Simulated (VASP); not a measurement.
A run of VASP 6.6.1 is set up as follows.

Contents of POSCAR:

```
Mo
1.0
   -1.5495628176      1.5495628176      1.5495628176
    1.5495628176     -1.5495628176      1.5495628176
    1.5495628176      1.5495628176     -1.5495628176
Mo
1
Direct
    0.0000000000      0.0000000000      0.0000000000
```

The input INCAR.step1:

```
  ALGO = Normal
  EDIFF = 1E-4
  ENCUT = 520
  GGA = PE
  ISMEAR = -1
  LASPH = T
  LCHARG = F
  LREAL = F
  LWAVE = T
  NBANDS = 13
  NELM = 80
  PREC = Accurate
  SIGMA = 0.1
```

INCAR.step2

```
  ALGO = Normal
  EDIFF = 1E-7
  ENCUT = 520
  ISIF = 2
  ISMEAR = -1
  ISTART = 1
  LASPH = T
  LCHARG = F
  LMIXTAU = T
  LREAL = F
  LWAVE = F
  METAGGA = R2SCAN
  NBANDS = 13
  NELM = 80
  PREC = Accurate
  SIGMA = 0.1
```

Contents of KPOINTS:

```
k-points
0
Gamma
  24 24 24
```

Potentials or basis: VASP PAW PBE potentials, release 64 (Mo_sv).

Command:

```sh
$ cat potpaw_PBE.64/Mo_sv/POTCAR > POTCAR
$ cp INCAR.step1 INCAR
$ mpirun -np 1 vasp_std > vasp.out
$ cp INCAR.step2 INCAR
$ mpirun -np 1 vasp_std > vasp.out
```

Problem. Estimate the band gap on the k mesh.

Solution. Zero (bands 7 and 8 overlap by 5.96 eV).

Problem. Predict the pressure.

Solution. 16.4 GPa.

Caveat: the cell stands under pressure; the PAW data sets were made with another functional, which shifts forces and pressure a little.
